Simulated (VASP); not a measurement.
# Pt (I4/mmm) in VASP: notebook

Runs on Pt. Level: PBE. Tasks: single point.

All numbers are computed with VASP 6.6.1; they aren't measurements. Logs are shortened: lines on timing, memory, paths and dates and some standing lists are left out, and cuts for length are marked.

**1. The cell of the first run**

Symmetry: I4/mmm, No. 139, tetragonal system. The conventional cell has a = 2.807 Å, b = 2.807 Å, c = 3.871 Å, α = 90.00°, β = 90.00°, γ = 90.00°. Pt (site symmetry 4/mmm) has 12 Pt at 2.77 to 2.81 Å within 3.7 Å.

**2. Single point, PBE (strain +0.000 along x and y, -0.025 along z)**

Input file INCAR:

```
SYSTEM = Pt
ALGO = Fast ; EDIFF = 1E-6
ENCUT = 520 ; GGA = PE
ISIF = 2 ; ISMEAR = 0
LASPH = .TRUE. ; LCHARG = .TRUE.
LELF = .TRUE. ; LREAL = .FALSE.
LVHAR = .TRUE. ; LWAVE = .FALSE.
NBANDS = 11 ; NELM = 100
PREC = Accurate ; SIGMA = 0.15
```

Input file KPOINTS:

```
k-points
0
G
  26 26 26
  0 0 0
```

Input file POSCAR:

```
Pt
1.0
    0.0000000000      1.9850550544      1.9354286780
    1.9850550544      0.0000000000      1.9354286780
    1.9850550544      1.9850550544      0.0000000000
Pt
1
Direct
    0.0000000000      0.0000000000      0.0000000000
```

Potentials or basis: VASP PAW PBE potentials, release 64 (Pt).

Run with:

```
$ cat potpaw_PBE.64/Pt/POTCAR > POTCAR
$ mpirun -np 1 vasp_std > vasp.out
```

OUTCAR:

```text
SYSTEM = Pt
   EDIFF = 1E-6
   ENCUT = 520
   GGA = PE
   ISIF = 2
   ISMEAR = 0
   LASPH = .TRUE.
   LREAL = .FALSE.
   NELM = 100
   PREC = Accurate

 ion  position               nearest neighbor table
   1  0.000  0.000  0.000-

  LATTYP: Found a body centered tetragonal cell.
 ALAT       =     2.8072917800
 C/A-ratio  =     1.3788582233

  Lattice vectors:

 A1 = (   0.0000000000,  -1.9850550544,  -1.9354286780)
 A2 = (   0.0000000000,   1.9850550544,  -1.9354286780)
 A3 = (   1.9850550544,   0.0000000000,   1.9354286780)

Analysis of symmetry for initial positions (statically):
=====================================================================
 Subroutine PRICEL returns:
 Original cell was already a primitive cell.

 Routine SETGRP: Setting up the symmetry group for a
 body centered tetragonal supercell.

 Subroutine GETGRP returns: Found 16 space group operations
 (whereof 16 operations were pure point group operations)
 out of a pool of 16 trial point group operations.

The static configuration has the point symmetry D_4h.

Analysis of symmetry for dynamics (positions and initial velocities):
=====================================================================
 Subroutine PRICEL returns:
 Original cell was already a primitive cell.

 Routine SETGRP: Setting up the symmetry group for a
 body centered tetragonal supercell.

 Subroutine GETGRP returns: Found 16 space group operations
 (whereof 16 operations were pure point group operations)
 out of a pool of 16 trial point group operations.

The dynamic configuration has the point symmetry D_4h.

 Subroutine INISYM returns: Found 16 space group operations
 (whereof 16 operations are pure point group operations),
 and found     1 'primitive' translations

----------------------------------------------------------------------------------------

                                     Primitive cell

  volume of cell :      15.2529

  direct lattice vectors                    reciprocal lattice vectors
     0.000000000  1.985055054  1.935428678    -0.251882183  0.251882183  0.258340700
     1.985055054  0.000000000  1.935428678     0.251882183 -0.251882183  0.258340700
     1.985055054  1.985055054  0.000000000     0.251882183  0.251882183 -0.258340700

  length of vectors
     2.772422720  2.772422720  2.807291780     0.440033164  0.440033164  0.440033164

  position of ions in fractional coordinates (direct lattice)
     0.000000000  0.000000000  0.000000000

  ion indices of the primitive-cell ions
   primitive index   ion index
                 1           1

----------------------------------------------------------------------------------------

 KPOINTS: k-points

Automatic generation of k-mesh.
 Grid dimensions read from file:
 generate k-points for:   26   26   26

 Generating k-lattice:

  Cartesian coordinates                     Fractional coordinates (reciprocal lattice)
    -0.009687776  0.009687776  0.009936181     0.038461538 -0.000000000  0.000000000
     0.009687776 -0.009687776  0.009936181    -0.000000000  0.038461538  0.000000000
     0.009687776  0.009687776 -0.009936181     0.000000000  0.000000000  0.038461538

  Length of vectors
     0.016924352  0.016924352  0.016924352

  Shift w.r.t. Gamma in fractional coordinates (k-lattice)
     0.000000000  0.000000000  0.000000000

 Subroutine IBZKPT returns following result:
 ===========================================

 Found   1330 irreducible k-points:

 Following reciprocal coordinates:
            Coordinates               Weight
  0.000000  0.000000  0.000000      1.000000
  0.038462  0.000000  0.000000      8.000000
  0.076923  0.000000  0.000000      8.000000
  0.115385 -0.000000  0.000000      8.000000
  0.153846 -0.000000  0.000000      8.000000
  0.192308 -0.000000  0.000000      8.000000
[... 16 lines left out ...]
  0.346154  0.038462  0.000000      8.000000
  0.384615  0.038462  0.000000      8.000000
 [... further k-points ...]
   k-points           NKPTS =   1330   k-points in BZ     NKDIM =   1330   number of bands    NBANDS=     11
   number of dos      NEDOS =    301   number of ions     NIONS =      1
   total plane-waves  NPLWV =  13824
   dimension x,y,z NGX =    24 NGY =   24 NGZ =   24
   dimension x,y,z NGXF=    48 NGYF=   48 NGZF=   48
   ions per type =               1
   NGX,Y,Z   is equivalent  to a cutoff of  14.39, 14.39, 14.21 a.u.
   NGXF,Y,Z  is equivalent  to a cutoff of  28.78, 28.78, 28.43 a.u.
 SYSTEM =  Pt
   PREC   = accura    normal or accurate (medium, high low for compatibility)
   ISTART =      0    job   : 0-new  1-cont  2-samecut
   ICHARG =      2    charge: 1-file 2-atom 10-const
   ISPIN  =      1    spin polarized calculation?
   LNONCOLLINEAR =      F non collinear calculations
   LSORBIT =      F    spin-orbit coupling
   LASPH  =      T    aspherical Exc in radial PAW
   ENCUT  =  520.0 eV  38.22 Ry    6.18 a.u.   5.15  5.15  5.22*2*pi/ulx,y,z
   NELM   =    100;   NELMIN=  2; NELMDL= -5     # of ELM steps
   EDIFF  = 0.1E-05   stopping-criterion for ELM
   LREAL  =      F    real-space projection
   EDIFFG = 0.1E-04   stopping-criterion for IOM
   NSW    =      0    number of steps for IOM
   IBRION =     -1    ionic relax: 0-MD 1-quasi-New 2-CG
   NFREE  =      0    steps in history (QN), initial steepest desc. (CG)
   ISIF   =      2    stress and relaxation
   ISYM   =      2    0-nonsym 1-usesym 2-fastsym
   POTIM  = 0.5000    time-step for ionic-motion
   TEBEG  =    0.0;   TEEND  =   0.0 temperature during run
   PSTRESS=    0.0 pullay stress
   NELECT =      10.0000    total number of electrons
   NUPDOWN=      -1.0000    fix difference up-down
   EMIN   =  10.00;   EMAX   =-10.00  energy-range for DOS
   EFERMI =   0.00;   METHOD = LEGACY
   ISMEAR =     0;   SIGMA  =   0.15  broadening in eV -4-tet -1-fermi 0-gaus
   EFERMI_NEDOS =   21; number of points for ismear=-14 and -15
   IALGO  =     68    algorithm
   IMIX   =      4    mixing-type and parameters
     AMIX     =   0.40;   BMIX     =  1.00
     AMIX_MAG =   1.60;   BMIX_MAG =  1.00
  volume/ion in A,a.u.               =      15.25       102.93
  Fermi-wavevector in a.u.,A,eV,Ry     =   1.422189  2.687548 27.519448  2.022622
  Thomas-Fermi vector in A             =   2.542919
   LORBIT       =      0    0 simple, 1 ext, 2 COOP (PROOUT), +10 PAW based schemes
   GGA     = PE    functional components
   LHFCALC =     F    Hartree Fock is set to
   AEXX    =    0.0000 exact exchange contribution
   IVDW    =     0    specifies the selected vdW correction
   LEPSILON=     F    determine dielectric tensor
   LRPA    =     F    only Hartree local field effects (RPA)
 non-spin polarized calculation
 RMM-DIIS sequential band-by-band and
 Gauss-broadening in eV      SIGMA  =   0.15
  energy-cutoff  :      520.00
  volume of cell :       15.25
 maximum number of plane-waves:       431
 NGX is ok and might be reduce to    24
   NGX = 11   NGY = 11   NGZ = 11

 number of electron      10.0000000 magnetization

 Free energy of the ion-electron system (eV)
  ---------------------------------------------------
  ext. energy  EPLUGINS =         0.00000000
  ---------------------------------------------------
  free energy    TOTEN  =        -6.09981522 eV

  energy without entropy =       -6.07771687  energy(sigma->0) =       -6.08876605

 E-fermi :  11.0434     XC(G=0): -13.4225

 val. band max:       11.0430890099   @ k =  -0.4231   0.3077   0.0385
 cond. band min:      11.0437132009   @ k =   0.4615   0.0385   0.4231
 fundamental gap:      0.0006241910
 Fermi energy:        11.0433580428

 k-point     1 :       0.0000    0.0000    0.0000
  band No.  band energies     occupation
      1       0.9592      2.00000
      2       7.2371      2.00000
      3       7.2371      2.00000
      4       7.5241      2.00000
      5       9.2730      2.00000
      6       9.6071      2.00000
      7      25.7307      0.00000
      8      30.4063      0.00000
      9      30.4063      0.00000
     10      31.0635      0.00000
     11      35.9410      0.00000

 k-point     2 :       0.0385    0.0000    0.0000
  band No.  band energies     occupation
      1       1.0184      2.00000
      2       7.2274      2.00000
      3       7.2609      2.00000
      4       7.5306      2.00000
      5       9.2615      2.00000
      6       9.5914      2.00000
      7      25.8232      0.00000
      8      30.1790      0.00000
      9      30.4962      0.00000
     10      31.0371      0.00000
     11      36.3235      0.00000

 k-point     3 :       0.0769    0.0000    0.0000
  band No.  band energies     occupation
      1       1.1938      2.00000
      2       7.1840      2.00000
      3       7.3279      2.00000
      4       7.5663      2.00000
      5       9.2328      2.00000
      6       9.5492      2.00000
      7      26.0888      0.00000
      8      29.4367      0.00000
      9      30.7619      0.00000
     10      31.2231      0.00000
     11      37.1592      0.00000

 k-point     4 :       0.1154   -0.0000    0.0000
  band No.  band energies     occupation
      1       1.4774      2.00000
      2       7.0991      2.00000
      3       7.4231      2.00000
      4       7.6430      2.00000
      5       9.2048      2.00000
      6       9.4963      2.00000
      7      26.4887      0.00000
      8      28.4331      0.00000
      9      31.1920      0.00000
     10      31.6324      0.00000
     11      37.3436      0.00000

 k-point     5 :       0.1538   -0.0000    0.0000
  band No.  band energies     occupation
      1       1.8542      2.00000
      2       6.9984      2.00000
      3       7.5195      2.00000
      4       7.7391      2.00000
      5       9.2084      2.00000
      6       9.4601      2.00000
      7      26.9361      0.00000
      8      27.3445      0.00000
      9      31.7660      0.00000
     10      32.1986      0.00000
     11      36.2165      0.00000
[... 211 lines left out ...]
 k-point    21 :       0.2692    0.0385    0.0000
  band No.  band energies     occupation
      1       3.1205      2.00000
      2       6.9673      2.00000
      3       7.5951      2.00000
      4       7.8130      2.00000
      5       9.5332      2.00000
      6       9.8184      2.00000
      7      24.0843      0.00000
      8      27.4223      0.00000
      9      32.4260      0.00000
     10      34.0299      0.00000
     11      34.6971      0.00000

 k-point    22 :       0.3077    0.0385    0.0000
  band No.  band energies     occupation
      1       3.4849      2.00000
      2       7.2369      2.00000
      3       7.5206      2.00000
      4       7.7390      2.00000
      5       9.8137      2.00000
      6      10.1141      2.00000
      7      22.7161      0.00000
      8      27.0193      0.00000
      9      32.0819      0.00000
     10      33.7660      0.00000
     11      35.0915      0.00000

 k-point    23 :       0.3462    0.0385    0.0000
  band No.  band energies     occupation
      1       3.7205      2.00000
      2       7.4272      2.00000
      3       7.6181      2.00000
      4       7.7494      2.00000
      5      10.1552      2.00000
      6      10.4296      2.00000
      7      21.2873      0.00000
      8      26.5198      0.00000
      9      31.3739      0.00000
     10      32.8223      0.00000
     11      36.2126      0.00000

 k-point    24 :       0.3846    0.0385    0.0000
  band No.  band energies     occupation
      1       3.8382      2.00000
      2       7.3336      2.00000
      3       7.5334      2.00000
      4       8.4013      2.00000
      5      10.5281      2.00000
      6      10.7264      1.99719
      7      19.8588      0.00000
      8      26.0627      0.00000
      9      30.6475      0.00000
     10      31.8648      0.00000
     11      37.1176      0.00000

 [... further k-points ...]

------------------------ aborting loop because EDIFF is reached ----------------------------------------

  FORCE on cell =-STRESS in cart. coord.  units (eV):
  Direction    XX          YY          ZZ          XY          YZ          ZX
  --------------------------------------------------------------------------------------
  -------------------------------------------------------------------------------------
  Total        0.5309193      0.5309193      0.7465029      0.0000000      0.0000000      0.0000000
  in kB       55.7682200     55.7682200     78.4133103      0.0000000      0.0000000      0.0000000
  external PRESSURE =      63.3165834 kB  Pullay stress =       0.0000000 kB

 VOLUME and BASIS-vectors are now :
 -----------------------------------------------------------------------------
  energy-cutoff  :      520.00
  volume of cell :       15.25
      direct lattice vectors                 reciprocal lattice vectors
     0.000000000  1.985055054  1.935428678    -0.251882183  0.251882183  0.258340700
     1.985055054  0.000000000  1.935428678     0.251882183 -0.251882183  0.258340700
     1.985055054  1.985055054  0.000000000     0.251882183  0.251882183 -0.258340700

 POSITION                                       TOTAL-FORCE (eV/Angst)
 -----------------------------------------------------------------------------------
      0.00000      0.00000      0.00000         0.000000     -0.000000      0.000000
 -----------------------------------------------------------------------------------
    total drift:                               -0.000000      0.000000     -0.000000

  FREE ENERGIE OF THE ION-ELECTRON SYSTEM (eV)
  ---------------------------------------------------
  free  energy   TOTEN  =        -6.0998152210 eV

  energy  without entropy=       -6.0777168710  energy(sigma->0) =       -6.08876605
```

It took 2.7 min on 1 thread of Intel Xeon 6975P-C, shared host; peak memory 0.35 GiB.

Results:

```
Free energy            : -6.0998 eV
Pressure               : 6.3 GPa
Band gap on the k mesh : zero (band 5 reaches 11.64 eV, above the bottom of band 6 at 9.34 eV)
```

Levels at points of the mesh, in eV from the Fermi level:
```
           k point  band 3  band 4  band 5  band 6  band 7  band 8
(0.00, 0.00, 0.00)   -3.81   -3.52   -1.77   -1.44   14.69   19.36
(0.50, 0.00, 0.00)   -3.63   -0.42   -0.03    0.12    5.77   14.22
(0.50, 0.50, 0.00)    0.00    0.50    0.50    2.14    9.20   11.06
(0.50, 0.00, 0.50)    0.01    0.36    0.59    1.65    8.55   11.44
```

Caveat: the cell differs from its parent crystal (strain +0.000 along x and y, -0.025 along z); spin-orbit coupling is left out, which moves the levels of the heavy elements.

**3. Single point, PBE (strain -0.025 along x and y, +0.025 along z)**

Input file INCAR:

```
PREC = Accurate
ENCUT = 520
EDIFF = 1E-6
ISMEAR = 0
SIGMA = 0.15
LREAL = False
LASPH = True
NELM = 100
ALGO = Fast
ISIF = 2
LWAVE = False
LCHARG = False
GGA = PE
NBANDS = 11
```

Input file KPOINTS:

```
Automatic mesh
0
Gamma
  26 26 26
```

Input file POSCAR:

```
Pt
1.0
    0.0000000000      1.9354286780      2.0346814308
    1.9354286780      0.0000000000      2.0346814308
    1.9354286780      1.9354286780      0.0000000000
Pt
1
Direct
    0.0000000000      0.0000000000      0.0000000000
```

Potentials or basis: VASP PAW PBE potentials, release 64 (Pt).

Run with:

```
$ cat potpaw_PBE.64/Pt/POTCAR > POTCAR
$ mpirun -np 1 vasp_std > vasp.out
```

OUTCAR:

```text
PREC = Accurate
   ENCUT = 520
   EDIFF = 1E-6
   ISMEAR = 0
   LREAL = False
   LASPH = True
   NELM = 100
   ISIF = 2
   GGA = PE

 ion  position               nearest neighbor table
   1  0.000  0.000  0.000-

  LATTYP: Found a body centered tetragonal cell.
 ALAT       =     2.7371094854
 C/A-ratio  =     1.4867373349

  Lattice vectors:

 A1 = (  -1.9354286780,   0.0000000000,   2.0346814308)
 A2 = (   1.9354286780,   0.0000000000,   2.0346814308)
[... 517 lines left out ...]
     11      36.8744      0.00000

 [... further k-points ...]

------------------------ aborting loop because EDIFF is reached ----------------------------------------

  FORCE on cell =-STRESS in cart. coord.  units (eV):
  Direction    XX          YY          ZZ          XY          YZ          ZX
  --------------------------------------------------------------------------------------
  -------------------------------------------------------------------------------------
  Total        0.8270810      0.8270810      0.2737911      0.0000000     -0.0000000      0.0000000
  in kB       86.9316338     86.9316338     28.7772354      0.0000000     -0.0000000      0.0000000
  external PRESSURE =      67.5468343 kB  Pullay stress =       0.0000000 kB

 VOLUME and BASIS-vectors are now :
 -----------------------------------------------------------------------------
  energy-cutoff  :      520.00
  volume of cell :       15.24
      direct lattice vectors                 reciprocal lattice vectors
     0.000000000  1.935428678  2.034681431    -0.258340700  0.258340700  0.245738715
     1.935428678  0.000000000  2.034681431     0.258340700 -0.258340700  0.245738715
     1.935428678  1.935428678  0.000000000     0.258340700  0.258340700 -0.245738715

 POSITION                                       TOTAL-FORCE (eV/Angst)
 -----------------------------------------------------------------------------------
      0.00000      0.00000      0.00000         0.000000      0.000000      0.000000
 -----------------------------------------------------------------------------------
    total drift:                                0.000000      0.000000     -0.000000

  FREE ENERGIE OF THE ION-ELECTRON SYSTEM (eV)
  ---------------------------------------------------
  free  energy   TOTEN  =        -6.0924958999 eV

  energy  without entropy=       -6.0706898078  energy(sigma->0) =       -6.08159285
```

OSZICAR:

```text
N       E                     dE             d eps       ncg     rms          rms(c)
DAV:   1     0.397990212360E+02    0.39799E+02   -0.53693E+03 29980   0.846E+02
DAV:   2    -0.585226148603E+01   -0.45651E+02   -0.43727E+02 33489   0.176E+02
DAV:   3    -0.646644622340E+01   -0.61418E+00   -0.60930E+00 34239   0.194E+01
DAV:   4    -0.646885866447E+01   -0.24124E-02   -0.24122E-02 33616   0.144E+00
DAV:   5    -0.646887812096E+01   -0.19456E-04   -0.19456E-04 34333   0.119E-01    0.125E+01
RMM:   6    -0.613303870836E+01    0.33584E+00   -0.33723E-01 29403   0.497E+00    0.665E+00
RMM:   7    -0.609576998759E+01    0.37269E-01   -0.69868E-02 30913   0.243E+00    0.249E+00
RMM:   8    -0.609277122011E+01    0.29988E-02   -0.82224E-03 30988   0.793E-01    0.586E-01
RMM:   9    -0.609247837884E+01    0.29284E-03   -0.86480E-04 33453   0.256E-01    0.490E-02
RMM:  10    -0.609249370385E+01   -0.15325E-04   -0.13133E-04 34705   0.869E-02    0.563E-02
RMM:  11    -0.609249556598E+01   -0.18621E-05   -0.16991E-05 33727   0.278E-02    0.877E-03
RMM:  12    -0.609249589991E+01   -0.33393E-06   -0.45081E-06 28109   0.154E-02
   1 F= -.60924959E+01 E0= -.60815929E+01  d E =-.218061E-01
```

Wall time 2.2 min (1 thread of Intel Xeon 6975P-C, shared host); peak memory 0.33 GiB.

Results:

* Free energy: -6.0925 eV
* Pressure: 6.8 GPa
* Band gap on the k mesh: zero (band 5 reaches 11.81 eV, above the bottom of band 6 at 9.33 eV)

Caveat: the cell differs from its parent crystal (strain -0.025 along x and y, +0.025 along z); spin-orbit coupling is left out, which moves the levels of the heavy elements.

[end of part 1 of 2]
